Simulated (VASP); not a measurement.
# GaN in VASP: further runs

GaN is run at these levels: PBE; tasks: single point.

All numbers are computed with VASP 6.6.1; they aren't measurements. Logs are shortened: lines on timing, memory, paths and dates and some standing lists are left out, and cuts for length are marked.

### Step 1. The cell of the first run

The structure is orthorhombic, space group Pmc2_1 (No. 26). The conventional cell has a = 3.219 Å, b = 5.575 Å, c = 5.243 Å, α = 90.00°, β = 90.00°, γ = 90.00°. Ga (site symmetry m) has 4 N at 1.87 to 2.02 Å within 2.5 Å. Within 2.5 Å of Ga (site symmetry m) lie 4 N at 1.85 to 2.02 Å. N (site symmetry m) has 4 Ga at 1.87 to 2.02 Å within 2.5 Å. N (site symmetry m) has 4 Ga at 1.85 to 2.00 Å within 2.5 Å.

### Step 2. Single point, PBE (atoms displaced along a vibrational mode)

File INCAR:

```
SYSTEM = GaN
PREC     = Accurate       ! precision mode
ENCUT    = 520            ! plane-wave cutoff, eV
EDIFF    = 1E-6           ! SCF threshold, eV
ISMEAR   = 0              ! smearing method
SIGMA    = 0.05           ! smearing width, eV
LREAL    = .FALSE.        ! projectors in reciprocal space
LASPH    = .TRUE.         ! aspherical terms in the spheres
NELM     = 80             ! most SCF steps
ALGO     = Normal         ! electronic algorithm
ISIF     = 2              ! what is computed and relaxed
LWAVE    = .FALSE.        ! write WAVECAR
LCHARG   = .FALSE.        ! write CHGCAR
GGA      = PE             ! functional
NBANDS   = 46             ! bands
```

File KPOINTS:

```
Automatic mesh
0
G
  8 6 6
  0 0 0
```

File POSCAR:

```
GaN
1.0
   -3.2185392732      0.0000000000      0.0000000000
    0.0000000000      0.0000000000     -5.2433778863
    0.0000000001     -5.5746735474      0.0000000000
Ga N
4 4
Direct
    0.5000000000     -0.0017993430      0.1693494649
    0.0000000000     -0.0039834857      0.6639894175
    0.0000000000      0.4960165143      0.3360105825
    0.5000000000      0.4982006570      0.8306505351
    0.5000000000      0.6423529272      0.1671372964
    0.0000000000      0.6433008188      0.6662312068
    0.0000000000      0.1433008188      0.3337687932
    0.5000000000      0.1423529272      0.8328627036
```

Potentials or basis: VASP PAW PBE potentials, release 64 (Ga_d, N).

Run with:

```sh
$ cat potpaw_PBE.64/Ga_d/POTCAR potpaw_PBE.64/N/POTCAR > POTCAR
$ mpirun -np 1 vasp_std > vasp.out
```

OUTCAR:

```text
SYSTEM = GaN
   PREC = Accurate
   ENCUT = 520
   EDIFF = 1E-6
   ISMEAR = 0
   LREAL = .FALSE.
   LASPH = .TRUE.
   NELM = 80
   ISIF = 2
   GGA = PE

 ion  position               nearest neighbor table
   1  0.500  0.998  0.169-   5 1.87   7 2.00   7 2.00   8 2.02
   2  0.000  0.996  0.664-   6 1.85   7 2.00   8 2.02   8 2.02
   3  0.000  0.496  0.336-   7 1.85   6 2.00   5 2.02   5 2.02
   4  0.500  0.498  0.831-   8 1.87   6 2.00   6 2.00   5 2.02
   5  0.500  0.642  0.167-   1 1.87   3 2.02   3 2.02   4 2.02
   6  0.000  0.643  0.666-   2 1.85   3 2.00   4 2.00   4 2.00
   7  0.000  0.143  0.334-   3 1.85   2 2.00   1 2.00   1 2.00
   8  0.500  0.142  0.833-   4 1.87   2 2.02   2 2.02   1 2.02

  LATTYP: Found a simple orthorhombic cell.
 ALAT       =     3.2185392732
 B/A-ratio  =     1.6291172613
 C/A-ratio  =     1.7320508076

  Lattice vectors:

 A1 = (  -3.2185392732,   0.0000000000,   0.0000000000)
 A2 = (   0.0000000000,   0.0000000000,  -5.2433778863)
 A3 = (   0.0000000001,  -5.5746735474,   0.0000000000)

Analysis of symmetry for initial positions (statically):
=====================================================================
 Subroutine PRICEL returns:
 Original cell was already a primitive cell.

 Routine SETGRP: Setting up the symmetry group for a
 simple orthorhombic supercell.

 Subroutine GETGRP returns: Found  4 space group operations
 (whereof  2 operations were pure point group operations)
 out of a pool of  8 trial point group operations.

The static configuration has the point symmetry C_1h.
 The point group associated with its full space group is C_2v.

Analysis of symmetry for dynamics (positions and initial velocities):
=====================================================================
 Subroutine PRICEL returns:
 Original cell was already a primitive cell.

 Routine SETGRP: Setting up the symmetry group for a
 simple orthorhombic supercell.

 Subroutine GETGRP returns: Found  4 space group operations
 (whereof  2 operations were pure point group operations)
 out of a pool of  8 trial point group operations.

The dynamic configuration has the point symmetry C_1h.
 The point group associated with its full space group is C_2v.

 Subroutine INISYM returns: Found  4 space group operations
 (whereof  2 operations are pure point group operations),
 and found     1 'primitive' translations
[... 110 lines left out ...]
   NSW    =      0    number of steps for IOM
   IBRION =     -1    ionic relax: 0-MD 1-quasi-New 2-CG
   NFREE  =      0    steps in history (QN), initial steepest desc. (CG)
   ISIF   =      2    stress and relaxation
   ISYM   =      2    0-nonsym 1-usesym 2-fastsym
   POTIM  = 0.5000    time-step for ionic-motion
   TEBEG  =    0.0;   TEEND  =   0.0 temperature during run
   PSTRESS=    0.0 pullay stress
   NELECT =      72.0000    total number of electrons
   NUPDOWN=      -1.0000    fix difference up-down
   EMIN   =  10.00;   EMAX   =-10.00  energy-range for DOS
   EFERMI =   0.00;   METHOD = LEGACY
   ISMEAR =     0;   SIGMA  =   0.05  broadening in eV -4-tet -1-fermi 0-gaus
   EFERMI_NEDOS =   21; number of points for ismear=-14 and -15
   IALGO  =     38    algorithm
   IMIX   =      4    mixing-type and parameters
     AMIX     =   0.40;   BMIX     =  1.00
     AMIX_MAG =   1.60;   BMIX_MAG =  1.00
  volume/ion in A,a.u.               =      11.76        79.36
  Fermi-wavevector in a.u.,A,eV,Ry     =   1.497462  2.829793 30.509608  2.242393
  Thomas-Fermi vector in A             =   2.609347
   LORBIT       =      0    0 simple, 1 ext, 2 COOP (PROOUT), +10 PAW based schemes
   GGA     = PE    functional components
   LHFCALC =     F    Hartree Fock is set to
   AEXX    =    0.0000 exact exchange contribution
   IVDW    =     0    specifies the selected vdW correction
   LEPSILON=     F    determine dielectric tensor
   LRPA    =     F    only Hartree local field effects (RPA)
 non-spin polarized calculation
 Gauss-broadening in eV      SIGMA  =   0.05
  energy-cutoff  :      520.00
  volume of cell :       94.08
 maximum number of plane-waves:      2568
 NGX is ok and might be reduce to    24
   NGX = 11   NGY = 19   NGZ = 21

 number of electron      72.0000013 magnetization

 Free energy of the ion-electron system (eV)
  ---------------------------------------------------
  ext. energy  EPLUGINS =         0.00000000
  ---------------------------------------------------
  free energy    TOTEN  =       -48.28207710 eV

  energy without entropy =      -48.28207710  energy(sigma->0) =      -48.28207710

 E-fermi :   5.4198     XC(G=0): -11.5169

 val. band max:        5.1313798103   @ k =   0.0000   0.0000   0.0000
 cond. band min:       6.6995544596   @ k =   0.0000   0.0000   0.0000
 fundamental gap:      1.5681746493
 Fermi energy:         5.4197912519

 k-point     1 :       0.0000    0.0000    0.0000
  band No.  band energies     occupation
      1     -10.7898      2.00000
      2     -10.0293      2.00000
      3      -9.8512      2.00000
      4      -9.7932      2.00000
      5      -8.4525      2.00000
      6      -8.4090      2.00000
[... 1165 lines left out ...]
     45      14.4768      0.00000
     46      14.6505      0.00000

 [... further k-points ...]

------------------------ aborting loop because EDIFF is reached ----------------------------------------

  FORCE on cell =-STRESS in cart. coord.  units (eV):
  Direction    XX          YY          ZZ          XY          YZ          ZX
  --------------------------------------------------------------------------------------
  -------------------------------------------------------------------------------------
  Total       -1.8592389     -1.8696481      6.2819059      0.0000000      0.0000000      0.0000000
  in kB      -31.6633135    -31.8405862    106.9824643      0.0000000      0.0000000      0.0000000
  external PRESSURE =      14.4928549 kB  Pullay stress =       0.0000000 kB

 VOLUME and BASIS-vectors are now :
 -----------------------------------------------------------------------------
  energy-cutoff  :      520.00
  volume of cell :       94.08
      direct lattice vectors                 reciprocal lattice vectors
    -3.218539273  0.000000000  0.000000000    -0.310699953 -0.000000000  0.000000000
     0.000000000  0.000000000 -5.243377886     0.000000000  0.000000000 -0.190716752
     0.000000000 -5.574673547  0.000000000     0.000000000 -0.179382701  0.000000000

 POSITION                                       TOTAL-FORCE (eV/Angst)
 -----------------------------------------------------------------------------------
     -1.60927     -0.94407     -5.23394        -0.000000      0.294431     -1.494897
      0.00000     -3.70152     -5.22249         0.000000     -0.295943     -1.894632
      0.00000     -1.87315     -2.60080        -0.000000      0.295943     -1.894632
     -1.60927     -4.63061     -2.61225         0.000000     -0.294431     -1.494897
     -1.60927     -0.93174     -3.36810         0.000000     -0.002957      1.608640
      0.00000     -3.71402     -3.37307         0.000000     -0.003345      1.780889
      0.00000     -1.86065     -0.75138        -0.000000      0.003345      1.780889
     -1.60927     -4.64294     -0.74641        -0.000000      0.002957      1.608640
 -----------------------------------------------------------------------------------
    total drift:                               -0.000000      0.000028      0.001209

  FREE ENERGIE OF THE ION-ELECTRON SYSTEM (eV)
  ---------------------------------------------------
  free  energy   TOTEN  =       -48.2820770958 eV

  energy  without entropy=      -48.2820770958  energy(sigma->0) =      -48.28207710
```

It took 3.6 min on 1 thread of Intel Xeon Platinum 8488C (Sapphire Rapids), shared host; peak memory 0.36 GiB.

Results:

| Item | Value |
| --- | --- |
| Free energy | -48.2821 eV |
| Pressure | 1.4 GPa |
| Largest force | 1.918 eV/Å |
| Band gap on the k mesh | 1.57 eV |

Forces in eV/Å, atoms in the order of the input:
```
Ga   0.000  0.294 -1.495
Ga   0.000 -0.296 -1.895
Ga   0.000  0.296 -1.895
Ga   0.000 -0.294 -1.495
N    0.000 -0.003  1.609
N    0.000 -0.003  1.781
N    0.000  0.003  1.781
N    0.000  0.003  1.609
```

Stress tensor (GPa, compression positive):
```
-3.17  0.00  0.00
 0.00 -3.18  0.00
 0.00  0.00 10.70
```

Caveat: the cell differs from its parent crystal (atoms displaced along a vibrational mode); forces of over 1 eV/Å act on the atoms, so gaps and moduli don't describe the material at rest.

### Step 3. Single point, PBE (atoms displaced along a vibrational mode)

File INCAR:

```
SYSTEM = GaN
ALGO = Normal
EDIFF = 1E-7
ENCUT = 520
GGA = PE
ISIF = 2
ISMEAR = 0
LASPH = .TRUE.
LCHARG = .FALSE.
LREAL = .FALSE.
LWAVE = .FALSE.
NBANDS = 46
NELM = 100
PREC = Accurate
SIGMA = 0.05
```

File KPOINTS:

```
k-points
0
G
  8 6 6
  0 0 0
```

File POSCAR:

```
GaN
1.0
   -3.2185392732      0.0000000000      0.0000000000
    0.0000000000      0.0000000000     -5.2433778863
    0.0000000001     -5.5746735474      0.0000000000
Ga N
4 4
Direct
    0.5000000000      0.0022965472      0.1720272691
    0.0000000000     -0.0020717381      0.6613071741
    0.0000000000      0.4979282619      0.3386928259
    0.5000000000      0.5022965472      0.8279727309
    0.5000000000      0.6269267956      0.1675762732
    0.0000000000      0.6288225788      0.6657640942
    0.0000000000      0.1288225788      0.3342359058
    0.5000000000      0.1269267956      0.8324237268
```

Potentials or basis: VASP PAW PBE potentials, release 64 (Ga_d, N).

Run with:

```sh
$ cat potpaw_PBE.64/Ga_d/POTCAR potpaw_PBE.64/N/POTCAR > POTCAR
$ mpirun -np 1 vasp_std > vasp.out
```

Run time: 5.3 min. Hardware: 1 thread of Intel Xeon Platinum 8259CL at 2.50GHz (Skylake/Cascade Lake), shared host; peak memory 0.36 GiB.

The run converged. Its results:

| Item | Value |
| --- | --- |
| Free energy | -48.5957 eV |
| Pressure | 0.2 GPa |
| Largest force | 0.878 eV/Å |
| Band gap on the k mesh | 1.67 eV |

Forces in eV/Å, atoms in the order of the input:
```
Ga   0.000  0.664  0.026
Ga   0.000 -0.686 -0.548
Ga   0.000  0.686 -0.548
Ga   0.000 -0.664  0.026
N    0.000 -0.003  0.214
N    0.000 -0.034  0.308
N    0.000  0.034  0.308
N    0.000  0.003  0.214
```

Stress tensor (GPa, compression positive):
```
-0.50  0.00  0.00
 0.00 -0.49  0.00
 0.00  0.00  1.68
```

Levels at points of the mesh, in eV from the valence-band top:
```tsv
k point	band 34	band 35	band 36	band 37	band 38	band 39
(0.00, 0.00, 0.00)	-0.13	-0.01	0.00	1.67	4.06	4.96
(0.50, 0.00, 0.00)	-2.01	-1.96	-1.81	5.44	5.79	6.31
(0.00, 0.50, 0.00)	-0.53	-0.51	-0.51	4.00	4.00	4.27
(0.50, 0.50, 0.00)	-1.77	-1.54	-1.54	5.57	5.57	5.76
(0.00, 0.00, 0.50)	-0.73	-0.52	-0.39	4.00	4.13	5.73
(0.50, 0.00, 0.50)	-2.14	-0.99	-0.88	4.80	5.11	5.26
(0.00, 0.50, 0.50)	-1.45	-1.06	-1.06	4.93	4.93	5.15
(0.50, 0.50, 0.50)	-1.86	-1.74	-1.74	4.11	4.11	4.39
```

Caveat: the cell differs from its parent crystal (atoms displaced along a vibrational mode).

### Step 4. Single point, PBE (atoms displaced along a vibrational mode)

File INCAR:

```
PREC     = Accurate       # precision mode
ENCUT    = 520            # plane-wave cutoff, eV
EDIFF    = 1E-7           # SCF threshold, eV
ISMEAR   = 0              # smearing method
SIGMA    = 0.05           # smearing width, eV
LREAL    = False          # projectors in reciprocal space
LASPH    = True           # aspherical terms in the spheres
NELM     = 80             # most SCF steps
ALGO     = Normal         # electronic algorithm
ISIF     = 2              # what is computed and relaxed
LWAVE    = False          # write WAVECAR
LCHARG   = False          # write CHGCAR
GGA      = PE             # functional
NBANDS   = 46             # bands
```

File KPOINTS:

```
Automatic mesh
0
Gamma
  8 6 6
```

File POSCAR:

```
GaN
1.0
   -3.2185392732      0.0000000000      0.0000000000
    0.0000000000      0.0000000000     -5.2433778863
    0.0000000001     -5.5746735474      0.0000000000
Ga N
4 4
Direct
    0.5000000000      0.0001124046      0.1666672216
    0.0000000000      0.0001124046      0.6666672216
    0.0000000000      0.5001124046      0.3333327784
    0.5000000000      0.5001124046      0.8333327784
    0.5000000000      0.6278746872      0.1666701837
    0.0000000000      0.6278746872      0.6666701837
    0.0000000000      0.1278746872      0.3333298163
    0.5000000000      0.1278746872      0.8333298163
```

Run with:

```sh
$ cat potpaw_PBE.64/Ga_d/POTCAR potpaw_PBE.64/N/POTCAR > POTCAR
$ mpirun -np 1 vasp_std > vasp.out
```

Wall time 2.4 min (1 thread of Intel Xeon 6975P-C (Granite Rapids), shared host); peak memory 0.36 GiB.

The run converged. Its results:

```yaml
Free_energy: -48.6433 eV
Pressure: 0.1 GPa
Largest_force: 0.267 eV/Å
Band_gap_on_the_k_mesh: 1.68 eV
```

Forces on the atoms (eV/Å):
```
Ga   0.000  0.000 -0.267
Ga   0.000  0.000 -0.267
Ga   0.000  0.000 -0.267
Ga   0.000  0.000 -0.267
N    0.000  0.000  0.267
N    0.000  0.000  0.267
N    0.000  0.000  0.267
N    0.000  0.000  0.267
```

Stress tensor (GPa, compression positive):
```
-0.64  0.00  0.00
 0.00 -0.64  0.00
 0.00  0.00  1.56
```

Levels at points of the mesh, in eV from the valence-band top:
```tsv
k point	band 32	band 33	band 34	band 35	band 36	band 37	band 38	band 39	band 40	band 41
(0.00, 0.00, 0.00)	-1.02	-0.93	-0.12	0.00	0.00	1.68	4.08	4.97	5.35	5.92
(0.50, 0.00, 0.00)	-3.85	-1.98	-1.98	-1.93	-1.93	5.63	5.63	6.39	6.39	7.61
(0.00, 0.50, 0.00)	-1.86	-0.52	-0.52	-0.52	-0.52	4.04	4.04	4.26	4.26	7.60
(0.50, 0.50, 0.00)	-3.25	-1.65	-1.65	-1.65	-1.65	5.68	5.68	5.68	5.68	7.76
(0.00, 0.00, 0.50)	-1.92	-0.77	-0.77	-0.46	-0.46	4.09	4.09	5.76	5.76	7.19
(0.50, 0.00, 0.50)	-2.64	-2.21	-2.21	-0.93	-0.93	4.97	4.97	5.35	5.35	5.92
(0.00, 0.50, 0.50)	-2.04	-1.24	-1.24	-1.24	-1.24	5.06	5.06	5.06	5.06	7.45
(0.50, 0.50, 0.50)	-1.90	-1.86	-1.86	-1.86	-1.86	4.26	4.26	4.26	4.26	7.60
```

Caveat: the cell differs from its parent crystal (atoms displaced along a vibrational mode).

### Step 5. Summary

```tsv
cell	gap on the mesh (eV)	pressure (GPa)	largest force (eV/Å)
as given, atomic positions A	1.57	1.4	1.92
as given, atomic positions B	1.67	0.2	0.88
as given, atomic positions C	1.68	0.1	0.27
```

Alike in all rows: task single point; level PBE; potentials or basis VASP PAW PBE potentials, release 64 (Ga_d, N); no spin polarisation; k mesh 8 × 6 × 6; cutoff (eV) 520; smearing gaussian 0.05 eV.

Caveats: forces of over 1 eV/Å act on the atoms, so gaps and moduli don't describe the material at rest (at least some runs).

Total energies depend on the potentials used, so only differences within one code and one set of settings carry meaning.
